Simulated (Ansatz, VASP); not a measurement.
One calculation of InP, two programs

The input INCAR:

```
PREC = Accurate ; ENCUT = 520
EDIFF = 1E-6 ; ISMEAR = 0
SIGMA = 0.05 ; LREAL = False
LASPH = True ; NELM = 60
ALGO = Normal ; ISIF = 2
LWAVE = False ; LCHARG = False
GGA = CA ; NBANDS = 16
```

The input KPOINTS:

```
Automatic mesh
0
Gamma
  12 12 12
```

Contents of POSCAR:

```
InP
1.0
    0.0000000000      2.5805885038      3.0957155755
    3.0957155755      0.0000000000      3.0957155755
    3.0957155755      2.5805885038      0.0000000000
In P
1 1
Direct
    0.0000000000      0.0000000000      0.0000000000
    0.7500000000      0.7500000000      0.7500000000
```

Input for Ansatz:

```yaml
crystal:
  lattice:
    - [0.0, 2.5805885038, 3.0957155755]
    - [3.0957155755, 0.0, 3.0957155755]
    - [3.0957155755, 2.5805885038, 0.0]
  atoms:
    - { symbol: In, position: [0.0, 0.0, 0.0] }
    - { symbol: P, position: [0.75, 0.75, 0.75] }
basis:
  ecutwfc: 420
kpoints:
  mp_grid: { grid: [12, 12, 12] }
hamiltonian:
  xc: lda
  pseudopotentials: { kind: paw, azcp: { folder: soft_1 } }
scf:
  occupations: { method: gaussian, width: 0.05 }
output:
  forces: true
  stress: true
  eigenvalues: true
```

Alike in both runs: task single point; functional LDA; k mesh 12 × 12 × 12; occupations gaussian, width 0.05 eV; no spin polarisation.

|  | VASP | Ansatz |
| --- | --- | --- |
| version | VASP 6.6.1 | Ansatz 0.2.0 |
| potentials or method | VASP PAW LDA potentials, release 64 (In_d, P), cutoff 520 eV | scalar-relativistic, plane waves, PAW |
| valence electrons in the cell | 18 | 18 |

```tsv
	VASP	Ansatz	Ansatz less VASP
gap on the k mesh at the Fermi level (eV)	0.07	0.04	-0.032
least direct gap on the mesh (eV)	0.07	0.04	-0.032
pressure (GPa)	-0.9	-0.9	-0.01
traceless stress, the component that is largest in VASP (GPa)	3.65	3.66	+0.008
```

Ansatz warns that its potentials were made for another functional, while VASP's fit it. LDA's correlation is that of Perdew and Zunger in VASP and of Perdew and Wang (1992) in Ansatz.
